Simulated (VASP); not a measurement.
# Ba7Ti8O23 (a cell with a defect) in VASP: single point with PBEsol

Aim: the single point of Ba7Ti8O23 (a cell with a defect) with PBEsol.

All numbers are computed with VASP 6.6.1; they aren't measurements. Logs are shortened: lines on timing, memory, paths and dates and some standing lists are left out, and cuts for length are marked.

**1. The cell of the first run**

The cell holds a defect, 38 atoms: a = 7.940 Å, b = 7.940 Å, c = 7.940 Å, α = 90.00°, β = 90.00°, γ = 90.00°.

**2. Single point, PBEsol**

File INCAR:

```
SYSTEM = Ba7Ti8O23
PREC = Accurate
ENCUT = 520
EDIFF = 1E-6
ISMEAR = -1
SIGMA = 0.05
LREAL = Auto
LASPH = .TRUE.
NELM = 120
ALGO = Normal
ISIF = 2
LWAVE = .FALSE.
LCHARG = .FALSE.
GGA = PS
NBANDS = 177
GGA_COMPAT = .FALSE.
```

File KPOINTS:

```
Automatic mesh
0
G
  2 2 2
  0 0 0
```

File POSCAR:

```
Ba7Ti8O23
1.0
    7.9404200000      0.0000000000      0.0000000000
    0.0000000000      7.9404200000      0.0000000000
    0.0000000000      0.0000000000      7.9404200000
Ba Ti O
7 8 23
Direct
    0.0004040000      0.9988200000      0.0014440000
    0.0040710000      0.9968180000      0.5017120000
    0.0015530000      0.4998860000      0.0059500000
    0.0080310000      0.4971740000      0.4984580000
    0.5013570000      0.0011810000      0.9993960000
    0.4971130000      0.0007350000      0.5043400000
    0.5019230000      0.4979100000      0.9982690000
    0.2471300000      0.2522390000      0.2489250000
    0.2504000000      0.2544680000      0.7513930000
    0.2497340000      0.7479840000      0.2496120000
    0.2486980000      0.7483360000      0.7524790000
    0.7530560000      0.2463380000      0.2511040000
    0.7509190000      0.2466050000      0.7490150000
    0.7508890000      0.7549210000      0.2493540000
    0.7515640000      0.7477410000      0.7516280000
    0.2471960000      0.2500850000      0.9995580000
    0.2507550000      0.7511720000      0.9986190000
    0.2546740000      0.7466510000      0.4983050000
    0.7466510000      0.2442930000      0.0035040000
    0.7469800000      0.2486170000      0.5025000000
    0.7486590000      0.7481280000      0.0012500000
    0.7506930000      0.7496920000      0.4958580000
    0.0033420000      0.2499990000      0.2526250000
    0.9986590000      0.2528900000      0.7520700000
    0.0007510000      0.7482970000      0.2535260000
    0.9988230000      0.7482560000      0.7494790000
    0.5022350000      0.2546440000      0.2507120000
    0.4989310000      0.2504220000      0.7520120000
    0.4971970000      0.7516840000      0.2494090000
    0.4974430000      0.7460150000      0.7498310000
    0.2539690000      0.0029960000      0.2507720000
    0.2517000000      0.9995920000      0.7447210000
    0.2533160000      0.5011580000      0.2475470000
    0.2500300000      0.4984410000      0.7522560000
    0.7535440000      0.9974430000      0.2520160000
    0.7525220000      0.0015440000      0.7474000000
    0.7514330000      0.4992890000      0.2516300000
    0.7525050000      0.4969120000      0.7519230000
```

Potentials or basis: VASP PAW PBE potentials, release 64 (Ba_sv, Ti_sv, O).

The run is started by

```bash
$ cat potpaw_PBE.64/Ba_sv/POTCAR potpaw_PBE.64/Ti_sv/POTCAR potpaw_PBE.64/O/POTCAR > POTCAR
$ mpirun -np 1 vasp_std > vasp.out
```

OUTCAR:

```text
SYSTEM = Ba7Ti8O23
   PREC = Accurate
   ENCUT = 520
   EDIFF = 1E-6
   ISMEAR = -1
   LREAL = Auto
   LASPH = .TRUE.
   NELM = 120
   ISIF = 2
   GGA = PS

 ion  position               nearest neighbor table
   1  0.000  0.999  0.001-  35 2.79  17 2.80  16 2.80  19 2.80  36 2.82  23 2.82  21 2.82  26 2.82
                            25 2.82  31 2.82  24 2.83  32 2.85  14 3.40  12 3.41   8 3.43  11 3.43
   2  0.004  0.997  0.502-  32 2.76  26 2.79  25 2.79  36 2.79  35 2.81  22 2.81  18 2.81  31 2.81
                            23 2.82  24 2.84  20 2.86  11 3.41  10 3.42  14 3.43  13 3.44  12 3.44
   3  0.002  0.500  0.006-  33 2.77  16 2.78  37 2.78  25 2.78  23 2.79  17 2.81  24 2.81  21 2.81
                            34 2.82  38 2.82  26 2.83  19 2.87   8 3.38  10 3.39  12 3.43   9 3.43
   4  0.008  0.497  0.498-  23 2.77  34 2.78  18 2.79  25 2.79  33 2.79  24 2.80  26 2.82  37 2.83
                            38 2.86  20 2.86  22 2.86   8 3.36   9 3.38  10 3.40  11 3.42  12 3.45
   5  0.501  0.001  0.999-  19 2.74  28 2.79  31 2.80  29 2.80  21 2.81  17 2.81  16 2.82  36 2.83
                            32 2.83  27 2.83  30 2.83  35 2.83  13 3.42  14 3.42  12 3.43  15 3.44
   6  0.497  0.001  0.504-  32 2.73  18 2.79  31 2.79  28 2.79  20 2.79  36 2.80  30 2.81  29 2.83
                            22 2.83  27 2.85  35 2.86  13 3.41   9 3.43  11 3.43  14 3.46  15 3.46
   7  0.502  0.498  0.998-  28 2.77  27 2.78  30 2.79  38 2.79  21 2.79  33 2.80  34 2.80  19 2.80
                            16 2.82  37 2.82  17 2.83  29 2.84   9 3.40  15 3.42  11 3.44  13 3.44
   8  0.247  0.252  0.249-  23 1.94  33 1.98  31 1.98  16 1.98  27 2.03   4 3.36   3 3.38   1 3.43
                             7 3.44   2 3.44   5 3.46   6 3.47
   9  0.250  0.254  0.751-  34 1.94  16 1.97  28 1.97  24 2.00  32 2.02   4 3.38   7 3.40   6 3.43
                             3 3.43   5 3.45   2 3.46   1 3.46
  10  0.250  0.748  0.250-  33 1.96  29 1.97  18 1.98  25 1.98  17 1.99  31 2.03   3 3.39   4 3.40
                             2 3.42   1 3.43   7 3.45   6 3.46   5 3.46
  11  0.249  0.748  0.752-  17 1.95  30 1.98  26 1.98  34 1.98  32 2.00  18 2.02   2 3.41   4 3.42
                             1 3.43   6 3.43   3 3.43   7 3.44   5 3.45
  12  0.753  0.246  0.251-  19 1.97  35 1.98  23 1.99  27 1.99  20 2.00  37 2.01   1 3.41   3 3.43
                             5 3.43   2 3.44   4 3.45   6 3.46   7 3.46
  13  0.751  0.247  0.749-  36 1.95  20 1.96  24 1.97  38 1.99  28 2.00  19 2.02   6 3.41   5 3.42
                             7 3.44   1 3.44   2 3.44   4 3.48   3 3.49
  14  0.751  0.755  0.249-  35 1.93  22 1.96  21 1.97  25 1.98  29 2.01  37 2.03   1 3.40   5 3.42
                             2 3.43   3 3.43   6 3.46   7 3.47   4 3.50
  15  0.752  0.748  0.752-  26 1.96  21 1.98  38 1.99  36 2.02  30 2.02  22 2.03   7 3.42   1 3.44
                             5 3.44   2 3.45   3 3.45   6 3.46   4 3.49
  16  0.247  0.250  1.000-   9 1.97   8 1.98   3 2.78   1 2.80   7 2.82   5 2.82
  17  0.251  0.751  0.999-  11 1.95  10 1.99   1 2.80   3 2.81   5 2.81   7 2.83
  18  0.255  0.747  0.498-  10 1.98  11 2.02   4 2.79   6 2.79   2 2.81
  19  0.747  0.244  0.004-  12 1.97  13 2.02   5 2.74   7 2.80   1 2.80   3 2.87
  20  0.747  0.249  0.502-  13 1.96  12 2.00   6 2.79   2 2.86   4 2.86
[... 4 lines left out ...]
  25  0.001  0.748  0.254-  10 1.98  14 1.98   3 2.78   4 2.79   2 2.79   1 2.82
  26  0.999  0.748  0.749-  15 1.96  11 1.98   2 2.79   4 2.82   1 2.82   3 2.83
  27  0.502  0.255  0.251-  12 1.99   8 2.03   7 2.78   5 2.83   6 2.85
  28  0.499  0.250  0.752-   9 1.97  13 2.00   7 2.77   5 2.79   6 2.79
  29  0.497  0.752  0.249-  10 1.97  14 2.01   5 2.80   6 2.83   7 2.84
  30  0.497  0.746  0.750-  11 1.98  15 2.02   7 2.79   6 2.81   5 2.83
  31  0.254  0.003  0.251-   8 1.98  10 2.03   6 2.79   5 2.80   2 2.81   1 2.82
  32  0.252  1.000  0.745-  11 2.00   9 2.02   6 2.73   2 2.76   5 2.83   1 2.85
  33  0.253  0.501  0.248-  10 1.96   8 1.98   3 2.77   4 2.79   7 2.80
  34  0.250  0.498  0.752-   9 1.94  11 1.98   4 2.78   7 2.80   3 2.82
  35  0.754  0.997  0.252-  14 1.93  12 1.98   1 2.79   2 2.81   5 2.83   6 2.86
  36  0.753  0.002  0.747-  13 1.95  15 2.02   2 2.79   6 2.80   1 2.82   5 2.83
  37  0.751  0.499  0.252-  12 2.01  14 2.03   3 2.78   7 2.82   4 2.83
  38  0.753  0.497  0.752-  13 1.99  15 1.99   7 2.79   3 2.82   4 2.86

  LATTYP: Found a simple cubic cell.
 ALAT       =     7.9404200000

  Lattice vectors:

 A1 = (   7.9404200000,   0.0000000000,   0.0000000000)
 A2 = (   0.0000000000,   7.9404200000,   0.0000000000)
 A3 = (   0.0000000000,   0.0000000000,   7.9404200000)

Analysis of symmetry for initial positions (statically):
=====================================================================
 Subroutine PRICEL returns:
 Original cell was already a primitive cell.

 Routine SETGRP: Setting up the symmetry group for a
 simple cubic supercell.

 Subroutine GETGRP returns: Found  1 space group operations
 (whereof  1 operations were pure point group operations)
 out of a pool of 48 trial point group operations.

The static configuration has the point symmetry C_1 .

Analysis of symmetry for dynamics (positions and initial velocities):
=====================================================================
 Subroutine PRICEL returns:
 Original cell was already a primitive cell.

[... 131 lines left out ...]

 Found      8 irreducible k-points:

 Following reciprocal coordinates:
            Coordinates               Weight
  0.000000  0.000000  0.000000      1.000000
  0.500000  0.000000  0.000000      1.000000
  0.000000  0.500000  0.000000      1.000000
  0.000000  0.000000  0.500000      1.000000
  0.500000  0.500000  0.000000      1.000000
  0.000000  0.500000  0.500000      1.000000
  0.500000  0.000000  0.500000      1.000000
  0.500000  0.500000  0.500000      1.000000
   k-points           NKPTS =      8   k-points in BZ     NKDIM =      8   number of bands    NBANDS=    177
   number of dos      NEDOS =    301   number of ions     NIONS =     38
   total plane-waves  NPLWV = 216000
   dimension x,y,z NGX =    60 NGY =   60 NGZ =   60
   dimension x,y,z NGXF=   120 NGYF=  120 NGZF=  120
   ions per type =               7   8  23
   NGX,Y,Z   is equivalent  to a cutoff of  12.56, 12.56, 12.56 a.u.
   NGXF,Y,Z  is equivalent  to a cutoff of  25.12, 25.12, 25.12 a.u.
 SYSTEM =  Ba7Ti8O23
   PREC   = accura    normal or accurate (medium, high low for compatibility)
   ISTART =      0    job   : 0-new  1-cont  2-samecut
   ICHARG =      2    charge: 1-file 2-atom 10-const
   ISPIN  =      1    spin polarized calculation?
   LNONCOLLINEAR =      F non collinear calculations
   LSORBIT =      F    spin-orbit coupling
   LASPH  =      T    aspherical Exc in radial PAW
   ENCUT  =  520.0 eV  38.22 Ry    6.18 a.u.  14.76 14.76 14.76*2*pi/ulx,y,z
   NELM   =    120;   NELMIN=  2; NELMDL= -5     # of ELM steps
   EDIFF  = 0.1E-05   stopping-criterion for ELM
   LREAL  =      T    real-space projection
   EDIFFG = 0.1E-04   stopping-criterion for IOM
   NSW    =      0    number of steps for IOM
   IBRION =     -1    ionic relax: 0-MD 1-quasi-New 2-CG
   NFREE  =      0    steps in history (QN), initial steepest desc. (CG)
   ISIF   =      2    stress and relaxation
   ISYM   =      2    0-nonsym 1-usesym 2-fastsym
   POTIM  = 0.5000    time-step for ionic-motion
   TEBEG  =    0.0;   TEEND  =   0.0 temperature during run
   PSTRESS=    0.0 pullay stress
   NELECT =     304.0000    total number of electrons
   NUPDOWN=      -1.0000    fix difference up-down
   EMIN   =  10.00;   EMAX   =-10.00  energy-range for DOS
   EFERMI =   0.00;   METHOD = LEGACY
   ISMEAR =    -1;   SIGMA  =   0.05  broadening in eV -4-tet -1-fermi 0-gaus
   EFERMI_NEDOS =   21; number of points for ismear=-14 and -15
   IALGO  =     38    algorithm
   IMIX   =      4    mixing-type and parameters
     AMIX     =   0.40;   BMIX     =  1.00
     AMIX_MAG =   1.60;   BMIX_MAG =  1.00
  volume/ion in A,a.u.               =      13.17        88.91
  Fermi-wavevector in a.u.,A,eV,Ry     =   1.386296  2.619719 26.147892  1.921816
  Thomas-Fermi vector in A             =   2.510625
   LORBIT       =      0    0 simple, 1 ext, 2 COOP (PROOUT), +10 PAW based schemes
   GGA     = PS    functional components
   LHFCALC =     F    Hartree Fock is set to
   AEXX    =    0.0000 exact exchange contribution
   IVDW    =     0    specifies the selected vdW correction
   LEPSILON=     F    determine dielectric tensor
   LRPA    =     F    only Hartree local field effects (RPA)
 non-spin polarized calculation
  energy-cutoff  :      520.00
  volume of cell :      500.65
 maximum number of plane-waves:     13512
 NGX is ok and might be reduce to    60
   NGX = 29   NGY = 29   NGZ = 29

 number of electron     303.9999975 magnetization

 Free energy of the ion-electron system (eV)
  ---------------------------------------------------
  ext. energy  EPLUGINS =         0.00000000
  ---------------------------------------------------
  free energy    TOTEN  =      -316.54468016 eV

  energy without entropy =     -316.53928142  energy(sigma->0) =     -316.54198079

 E-fermi :   4.0012     XC(G=0): -11.1965

 val. band max:        3.7910881347   @ k =   0.0000   0.0000   0.0000
 cond. band min:       4.1716815936   @ k =   0.0000   0.0000   0.0000
 fundamental gap:      0.3805934589
 Fermi energy:         4.0012499521

 k-point     1 :       0.0000    0.0000    0.0000
  band No.  band energies     occupation
      1     -53.6142      2.00000
      2     -53.6074      2.00000
      3     -52.9064      2.00000
      4     -52.8476      2.00000
      5     -52.8180      2.00000
      6     -52.8118      2.00000
[... 1325 lines left out ...]
    163       6.6294      0.00000
    164       6.6740      0.00000
 [bands above 164 left out]

------------------------ aborting loop because EDIFF is reached ----------------------------------------

  FORCE on cell =-STRESS in cart. coord.  units (eV):
  Direction    XX          YY          ZZ          XY          YZ          ZX
  --------------------------------------------------------------------------------------
  -------------------------------------------------------------------------------------
  Total       -4.1092095     -3.4420213     -1.8828598     -0.8878560     -0.0839337      0.0649265
  in kB      -13.1503843    -11.0152337     -6.0255702     -2.8413367     -0.2686066      0.2077793
  external PRESSURE =     -10.0637294 kB  Pullay stress =       0.0000000 kB

 VOLUME and BASIS-vectors are now :
 -----------------------------------------------------------------------------
  energy-cutoff  :      520.00
  volume of cell :      500.65
      direct lattice vectors                 reciprocal lattice vectors
     7.940420000  0.000000000  0.000000000     0.125937923  0.000000000  0.000000000
     0.000000000  7.940420000  0.000000000     0.000000000  0.125937923  0.000000000
     0.000000000  0.000000000  7.940420000     0.000000000  0.000000000  0.125937923

 POSITION                                       TOTAL-FORCE (eV/Angst)
 -----------------------------------------------------------------------------------
      0.00321      7.93105      0.01147        -0.193843     -0.236364     -0.163316
      0.03233      7.91515      3.98380        -1.071624     -0.893594      0.007596
      0.01233      3.96930      0.04725        -0.675495      0.280372     -0.313615
      0.06377      3.94777      3.95797        -1.537298      1.136282      0.127146
      3.98099      0.00938      7.93562         0.093639     -0.384088      0.119950
      3.94729      0.00584      4.00467         1.046269     -1.069664     -0.306178
[... 30 lines left out ...]
      5.96669      3.96456      1.99805         0.718902     -0.512849     -0.515222
      5.97521      3.94569      5.97058         0.459800      0.179868      0.399588
 -----------------------------------------------------------------------------------
    total drift:                                0.013334     -0.006363      0.011020

  FREE ENERGIE OF THE ION-ELECTRON SYSTEM (eV)
  ---------------------------------------------------
  free  energy   TOTEN  =      -316.5446801612 eV

  energy  without entropy=     -316.5392814202  energy(sigma->0) =     -316.54198079
```

Wall time 21 min (1 thread of Intel Xeon Platinum 8488C (Sapphire Rapids), shared host); peak memory 0.76 GiB.

What came out:

| Property | Result |
| --- | --- |
| Free energy | -316.5447 eV |
| Pressure | -1.0 GPa |
| Largest force | 4.527 eV/Å |
| Band gap on the k mesh | 0.38 eV |

Forces in eV/Å, atoms in the order of the input:
```
Ba  -0.194 -0.236 -0.163
Ba  -1.072 -0.894  0.008
Ba  -0.675  0.280 -0.314
Ba  -1.537  1.136  0.127
Ba   0.094 -0.384  0.120
Ba   1.046 -1.070 -0.306
Ba   0.467  0.397  0.280
Ti   2.009  0.628 -4.009
Ti   1.146  0.711  4.069
Ti   1.740 -0.584  1.317
Ti   1.618 -0.564 -1.078
Ti  -1.840  1.994  0.905
Ti  -0.853  1.453 -1.074
Ti  -1.345 -1.923  1.268
Ti  -1.283 -1.403 -1.083
O   -0.068 -0.132  0.034
O   -0.354  0.097 -0.084
O   -0.821  0.495  0.098
O    0.415 -0.072 -0.040
O    0.722 -0.553 -0.039
O    0.276  0.336 -0.392
O    0.603  0.615  0.564
O    1.202 -0.188  0.762
O    1.583 -0.350 -0.770
O    0.393  0.276 -0.297
O    0.302  0.157  0.069
O   -1.499 -0.713  0.418
O   -1.572 -0.393 -0.417
O   -0.085  0.543 -0.511
O    0.026  0.658  0.446
O   -0.419  1.333  0.695
O   -0.351  1.337 -0.490
O   -0.606 -1.547  0.397
O   -0.447 -1.412 -0.499
O    0.149  0.533 -0.131
O    0.054 -0.229  0.236
O    0.719 -0.513 -0.515
O    0.460  0.180  0.400
```

Stress tensor (GPa, compression positive):
```
-1.32 -0.28  0.02
-0.28 -1.10 -0.03
 0.02 -0.03 -0.60
```

Caveat: the PAW data sets were made with another functional, which shifts forces and pressure a little; spin-orbit coupling is left out, which moves the levels of the heavy elements.
